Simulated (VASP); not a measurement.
# WSe2 (R-3m) in VASP: a series of runs, part 2 of 2

VASP 6.6.1. The steps go on from the part before.

## Step 3: Relaxation of cell and atoms, PBE+D4

This run uses another cell than the first one, of 19.49 Å³/atom.

INCAR

```
SYSTEM = WSe2
PREC = Accurate ; ENCUT = 600
EDIFF = 1E-7 ; ISMEAR = -1
SIGMA = 0.02 ; LREAL = .False.
LASPH = .True. ; NELM = 60
ALGO = Normal ; ISIF = 3
LWAVE = .False. ; LCHARG = .False.
GGA = PE ; IVDW = 13
IBRION = 2 ; NSW = 80
EDIFFG = -0.005
```

KPOINTS

```
Automatic mesh
0
Gamma
  8 8 8
  0 0 0
```

POSCAR

```
WSe2
1.0
    1.6246448565      0.9379891452      6.3934378010
   -1.6246448565      0.9379891452      6.3934378010
    0.0000000000     -1.8759782905      6.3934378010
W Se
1 2
Direct
    0.0000000000      0.0000000000      0.0000000000
    0.2432560859      0.2432560859      0.2432560859
    0.7567439141      0.7567439141      0.7567439141
```

Potentials or basis: VASP PAW PBE potentials, release 64 (W_sv, Se).

Command:

```sh
$ cat potpaw_PBE.64/W_sv/POTCAR potpaw_PBE.64/Se/POTCAR > POTCAR
$ mpirun -np 1 vasp_std > vasp.out
```

OUTCAR:

```text
SYSTEM = WSe2
   PREC = Accurate
   ENCUT = 600
   EDIFF = 1E-7
   ISMEAR = -1
   LREAL = .False.
   LASPH = .True.
   NELM = 60
   ISIF = 3
   GGA = PE
   IVDW = 13
   IBRION = 2
   NSW = 80
   EDIFFG = -0.005

 ion  position               nearest neighbor table
   1  0.000  0.000  0.000-   3 2.55   3 2.55   2 2.55   2 2.55   3 2.55   2 2.55
   2  0.243  0.243  0.243-   1 2.55   1 2.55   1 2.55
   3  0.757  0.757  0.757-   1 2.55   1 2.55   1 2.55

  LATTYP: Found a trigonal (rhomboedric) cell.
 ALAT       =     6.6629829252
 COS(alpha) =     0.8810924380

  Lattice vectors:

 A1 = (   1.6246448565,   0.9379891452,   6.3934378010)
 A2 = (  -1.6246448565,   0.9379891452,   6.3934378010)
 A3 = (   0.0000000000,  -1.8759782905,   6.3934378010)

Analysis of symmetry for initial positions (statically):
=====================================================================
 Subroutine PRICEL returns:
 Original cell was already a primitive cell.

 Routine SETGRP: Setting up the symmetry group for a
 trigonal (rhombohedral) supercell.

 Subroutine GETGRP returns: Found 12 space group operations
 (whereof 12 operations were pure point group operations)
 out of a pool of 12 trial point group operations.

The static configuration has the point symmetry D_3d.

Analysis of symmetry for dynamics (positions and initial velocities):
=====================================================================
 Subroutine PRICEL returns:
 Original cell was already a primitive cell.

 Routine SETGRP: Setting up the symmetry group for a
 trigonal (rhombohedral) supercell.

 Subroutine GETGRP returns: Found 12 space group operations
 (whereof 12 operations were pure point group operations)
 out of a pool of 12 trial point group operations.

The dynamic configuration has the point symmetry D_3d.

 Subroutine INISYM returns: Found 12 space group operations
 (whereof 12 operations are pure point group operations),
 and found     1 'primitive' translations

----------------------------------------------------------------------------------------

                                     Primitive cell

  volume of cell :      58.4577
[... 111 lines left out ...]
     AMIX_MAG =   1.60;   BMIX_MAG =  1.00
  volume/ion in A,a.u.               =      19.49       131.50
  Fermi-wavevector in a.u.,A,eV,Ry     =   1.249641  2.361479 21.246897  1.561603
  Thomas-Fermi vector in A             =   2.383672
   LORBIT       =      0    0 simple, 1 ext, 2 COOP (PROOUT), +10 PAW based schemes
   GGA     = PE    functional components
   LHFCALC =     F    Hartree Fock is set to
   AEXX    =    0.0000 exact exchange contribution
   IVDW    =    13    specifies the selected vdW correction
   LEPSILON=     F    determine dielectric tensor
   LRPA    =     F    only Hartree local field effects (RPA)
 conjugate gradient relaxation of ions
 non-spin polarized calculation
  energy-cutoff  :      600.00
  volume of cell :       58.46
 maximum number of plane-waves:      1982
 NGX is ok and might be reduce to    54
   NGX = 27   NGY = 27   NGZ = 27

--------------------------------------- Ionic step        1  -------------------------------------------

 number of electron      26.0000000 magnetization

 Free energy of the ion-electron system (eV)
  ---------------------------------------------------
  ext. energy  EPLUGINS =         0.00000000
  ---------------------------------------------------
  free energy    TOTEN  =       -20.78695538 eV

  energy without entropy =      -20.78514048  energy(sigma->0) =      -20.78604793

------------------------ aborting loop because EDIFF is reached ----------------------------------------

  DFT-D4 for vdW energy calculation

  Edisp (eV):   -1.52363
[... 108 lines left out ...]
  FREE ENERGIE OF THE ION-ELECTRON SYSTEM (eV)
  ---------------------------------------------------
  free  energy   TOTEN  =       -22.3112022644 eV

  energy  without entropy=      -22.3093392207  energy(sigma->0) =      -22.31027074

[... ionic steps 4 to 7 ...]

--------------------------------------- Ionic step        8  -------------------------------------------

 number of electron      26.0000001 magnetization

------------------------ aborting loop because EDIFF is reached ----------------------------------------
[... 77 lines left out ...]
--------------------------------------- Ionic step       10  -------------------------------------------

 number of electron      26.0000001 magnetization

 Free energy of the ion-electron system (eV)
  ---------------------------------------------------
  ext. energy  EPLUGINS =         0.00000000
  ---------------------------------------------------
  free energy    TOTEN  =       -20.77915318 eV

  energy without entropy =      -20.77729490  energy(sigma->0) =      -20.77822404

 E-fermi :   7.2121     XC(G=0): -11.0925

 val. band max:        7.2038623086   @ k =   0.5000   0.3750   0.1250
 cond. band min:       7.2439214171   @ k =  -0.1250   0.5000   0.1250
 fundamental gap:      0.0400591085
 Fermi energy:         7.2120816951

 k-point     1 :       0.0000    0.0000    0.0000
  band No.  band energies     occupation
      1     -67.5105      2.00000
      2     -31.7111      2.00000
      3     -31.6386      2.00000
      4     -31.6386      2.00000
      5      -8.5902      2.00000
      6      -7.0025      2.00000
[... 457 lines left out ...]
      4     -31.6700      2.00000
      5      -7.5830      2.00000
      6      -6.7027      2.00000
[... 9 lines left out ...]
     16       9.7990      0.00000
     17      10.4679      0.00000

 [... further k-points ...]

------------------------ aborting loop because EDIFF is reached ----------------------------------------

  DFT-D4 for vdW energy calculation

  Edisp (eV):   -1.53278
[... 26 lines left out ...]
  FREE ENERGIE OF THE ION-ELECTRON SYSTEM (eV)
  ---------------------------------------------------
  free  energy   TOTEN  =       -22.3119363763 eV

  energy  without entropy=      -22.3100780960  energy(sigma->0) =      -22.31100724

 reached required accuracy - stopping structural energy minimisation
```

OSZICAR:

```text
N       E                     dE             d eps       ncg     rms          rms(c)
DAV:   1     0.203885962023E+03    0.20389E+03   -0.14144E+04  2210   0.166E+03
[... 91 lines left out ...]
DAV:   1    -0.207793484651E+02   -0.14381E-02   -0.49422E-03  2283   0.719E-01    0.120E-01
DAV:   2    -0.207792210057E+02    0.12746E-03   -0.19276E-03  2351   0.288E-01    0.448E-02
DAV:   3    -0.207791641113E+02    0.56894E-04   -0.35570E-04  2289   0.914E-02    0.187E-02
DAV:   4    -0.207791541319E+02    0.99794E-05   -0.39175E-05  2258   0.489E-02    0.111E-02
DAV:   5    -0.207791536684E+02    0.46349E-06   -0.29467E-06  2640   0.122E-02    0.677E-03
DAV:   6    -0.207791531684E+02    0.50001E-06   -0.95654E-07  2350   0.583E-03    0.941E-04
DAV:   7    -0.207791531773E+02   -0.88562E-08   -0.79338E-08  1124   0.181E-03
  10 F= -.22311936E+02 E0= -.22311007E+02  d E =-.369162E-04
```

CONTCAR:

```text
WSe2
   1.00000000000000
     1.6219855788985011    0.9364538105610919    6.3760351641055184
    -1.6219855788985011    0.9364538105610919    6.3760351641055184
     0.0000000000000000   -1.8729076212217486    6.3760351641054793
  W               Se
     1     2
Direct
     0.0000000000000000    0.0000000000000000    0.0000000000000000
     0.2425267749879990    0.2425267749879990    0.2425267749879989
     0.7574732250120010    0.7574732250120010    0.7574732250120010

  0.00000000E+00  0.00000000E+00  0.00000000E+00
  0.00000000E+00  0.00000000E+00  0.00000000E+00
  0.00000000E+00  0.00000000E+00  0.00000000E+00
```

Run time: 15 min. Hardware: 1 thread of Intel Xeon 6975P-C (Granite Rapids), shared host; peak memory 0.47 GiB.

Results:

```yaml
Free_energy: -22.3119 eV
Relaxed_volume: 19.37 Å³/atom
Relaxed_cell: a = 6.645 Å, b = 6.645 Å, c = 6.645 Å, α = 28.25°, β = 28.25°, γ = 28.25°
Space_group_after_relaxing_to_0.1_Å: R-3m (No. 166)
Energy_gained_by_relaxing: 0.4 meV/atom
Ionic_steps: 10
Pressure_after_relaxing: 0.0 GPa
Band_gap_on_the_k_mesh: zero (bands 13 and 14 overlap by 0.04 eV)
Dispersion_energy_per_atom: -0.511 eV
```

Forces on the atoms (eV/Å):
```
W    0.000  0.000  0.000
Se   0.000  0.000 -0.002
Se   0.000  0.000  0.002
```

Step by step:
```
step  energy change (eV)  largest force (eV/Å)  pressure (GPa)  volume (Å³)
   1              0.0000                0.1288            0.34        58.46
   2              0.0006                0.0990           -1.11        58.81
   3             -0.0006                0.0338           -0.27        58.60
   4             -0.0010                0.0254           -0.08        58.42
   5             -0.0010                0.0219            0.00        58.35
   6             -0.0011                0.0144           -0.03        58.31
   7             -0.0013                0.0080           -0.10        58.21
   8             -0.0013                0.0155           -0.12        58.18
   9             -0.0013                0.0142            0.14        58.06
  10             -0.0013                0.0024            0.03        58.11
```

Final structure:
```xyz
3
Lattice="1.6220 0.9365 6.3760 -1.6220 0.9365 6.3760 0.0000 -1.8729 6.3760" Properties=species:S:1:pos:R:3 pbc="T T T"
W     0.0000    0.0000    0.0000
Se    0.0000    0.0000    4.6391
Se    0.0000    0.0000   14.4890
```

Levels at points of the mesh, in eV from the Fermi level:
| k point | band 9 | band 10 | band 11 | band 12 | band 13 | band 14 | band 15 | band 16 | band 17 |
| --- | --- | --- | --- | --- | --- | --- | --- | --- | --- |
| (0.00, 0.00, 0.00) | -3.18 | -1.86 | -1.62 | -0.54 | -0.54 | 0.53 | 0.53 | 3.39 | 3.39 |
| (0.50, 0.00, 0.00) | -5.43 | -3.65 | -3.01 | -2.20 | -1.12 | 1.79 | 2.28 | 3.16 | 3.51 |
| (0.50, 0.50, 0.00) | -4.50 | -3.49 | -3.09 | -2.60 | -1.56 | 1.77 | 1.79 | 3.66 | 3.77 |
| (0.50, 0.50, 0.50) | -3.14 | -3.14 | -0.51 | -0.51 | -0.51 | 0.30 | 0.30 | 3.63 | 3.63 |

Caveat: spin-orbit coupling is left out, which moves the levels of the heavy elements.

## Step 4: Single point, r2SCAN

This run uses another cell than the first one, of 20.26 Å³/atom.

POSCAR

```
WSe2
1.0
    1.6433003450      0.9487598965      6.4972669940
   -1.6433003450      0.9487598965      6.4972669940
    0.0000000000     -1.8975197931      6.4972669940
W Se
1 2
Direct
    0.0000000000      0.0000000000      0.0000000000
    0.2462563272      0.2462563272      0.2462563272
    0.7537436728      0.7537436728      0.7537436728
```

INCAR.step1

```
SYSTEM = WSe2
PREC = Accurate
ENCUT = 520
ISMEAR = -1
SIGMA = 0.02
LREAL = .FALSE.
LASPH = .TRUE.
NELM = 80
NBANDS = 20
GGA = PE
ALGO = Normal
EDIFF = 1E-4
LWAVE = .TRUE.
LCHARG = .FALSE.
```

INCAR.step2

```
SYSTEM = WSe2
PREC = Accurate
ENCUT = 520
EDIFF = 1E-7
ISMEAR = -1
SIGMA = 0.02
LREAL = .FALSE.
LASPH = .TRUE.
NELM = 80
ALGO = Normal
ISIF = 2
LWAVE = .FALSE.
LCHARG = .FALSE.
METAGGA = R2SCAN
LMIXTAU = .TRUE.
NBANDS = 20
ISTART = 1
```

KPOINTS

```
regular mesh
0
G
  10 10 10
  0 0 0
```

Command:

```sh
$ cat potpaw_PBE.64/W_sv/POTCAR potpaw_PBE.64/Se/POTCAR > POTCAR
$ cp INCAR.step1 INCAR
$ mpirun -np 1 vasp_std > vasp.out
$ cp INCAR.step2 INCAR
$ mpirun -np 1 vasp_std > vasp.out
```

It took 15 min on 1 thread of Intel Xeon 6975P-C (Granite Rapids), shared host; peak memory 0.48 GiB.

It converged, with:

| Quantity | Value |
| --- | --- |
| Free energy | -80.9517 eV |
| Pressure | 1.7 GPa |
| Largest force | 0.043 eV/Å |
| Band gap on the k mesh | zero (bands 13 and 14 overlap by 0.50 eV) |

Forces on the atoms (eV/Å):
```
W    0.000  0.000  0.000
Se   0.000  0.000  0.043
Se   0.000  0.000 -0.043
```

Stress tensor (GPa, compression positive):
```
1.88 0.00 0.00
0.00 1.88 0.00
0.00 0.00 1.31
```

Levels at points of the mesh, in eV from the Fermi level:
```
           k point  band 9  band 10  band 11  band 12  band 13  band 14  band 15  band 16  band 17  band 18
(0.00, 0.00, 0.00)   -3.72    -2.08    -1.73    -0.80    -0.80     0.11     0.11     3.48     3.48     5.31
(0.50, 0.00, 0.00)   -5.61    -4.12    -3.38    -2.27    -1.59     1.52     2.20     3.36     3.65     5.43
(0.50, 0.50, 0.00)   -4.87    -4.01    -3.40    -2.56    -1.88     1.52     1.87     3.66     3.96     4.13
(0.50, 0.50, 0.50)   -3.69    -3.69    -0.78    -0.78    -0.57    -0.04    -0.04     3.64     3.64     6.39
```

Caveat: the PAW data sets were made with another functional, which shifts forces and pressure a little; spin-orbit coupling is left out, which moves the levels of the heavy elements.

## Step 5: Summary

```tsv
task	level	cell	k mesh	cutoff (eV)	gap on the mesh (eV)	pressure (GPa)	relaxed volume (Å³/atom)
relaxation of cell and atoms	PBE+D3(BJ)	relaxed from a = 6.885 Å, angles 36.0°, 3 atoms, atomic positions A	6 × 6 × 6	600	none	0.0	19.53
relaxation of cell and atoms	PBE+D4	relaxed from a = 6.663 Å, angles 28.2°, 3 atoms, atomic positions B	8 × 8 × 8	600	none	0.0	19.37
single point	r2SCAN	a = 6.769 Å, angles 28.1°, 3 atoms, atomic positions C	10 × 10 × 10	520	none	1.7	-
```

Alike in all rows: potentials or basis VASP PAW PBE potentials, release 64 (W_sv, Se); no spin polarisation; smearing fermi-dirac 0.02 eV.

Caveats: spin-orbit coupling is left out, which moves the levels of the heavy elements; the volume moved by over 15 % at a fixed basis, so the end points are rough (at least some runs); the PAW data sets were made with another functional, which shifts forces and pressure a little (at least some runs).

Absolute energies hang on the potentials; compare differences alone.

The gap in the log of VASP goes by the Fermi energy; the results here count the filled bands.